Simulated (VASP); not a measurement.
A run of VASP 6.6.1 is set up as follows.

INCAR

```
AGGAC = 1.0
AGGAX = 1.0
ALDAC = 0.0
ALDAX = 1.0
ALGO = Normal
EDIFF = 1E-6
ENCUT = 520
GGA = B5
ISIF = 2
ISMEAR = -1
LASPH = True
LCHARG = False
LREAL = False
LWAVE = False
NBANDS = 30
NELM = 80
PREC = Accurate
SIGMA = 0.1
```

Contents of KPOINTS:

```
k-points
0
Gamma
  12 12 4
```

File POSCAR:

```
La
1.0
    3.7009894637      0.0000000000      0.0000000000
   -1.8504947318      3.2051508947      0.0000000000
    0.0000000000      0.0000000000     11.8980780671
La
4
Direct
    1.0000000000      1.0000000000      0.0000000000
    0.0000000000      1.0000000000      0.5000000000
    0.3333333333      0.6666666667      0.7500000000
    0.6666666667      0.3333333333      0.2500000000
```

Potentials or basis: VASP PAW PBE potentials, release 64 (La).

The run is started by

```console
$ cat potpaw_PBE.64/La/POTCAR > POTCAR
$ mpirun -np 1 vasp_std > vasp.out
```

Estimate the band gap on the k mesh.

zero (bands 22 and 23 overlap by 1.15 eV).

Predict the pressure.

3.8 GPa.

Caveat: the cell stands under pressure; the PAW data sets were made with another functional, which shifts forces and pressure a little; spin-orbit coupling is left out, which moves the levels of the heavy elements.
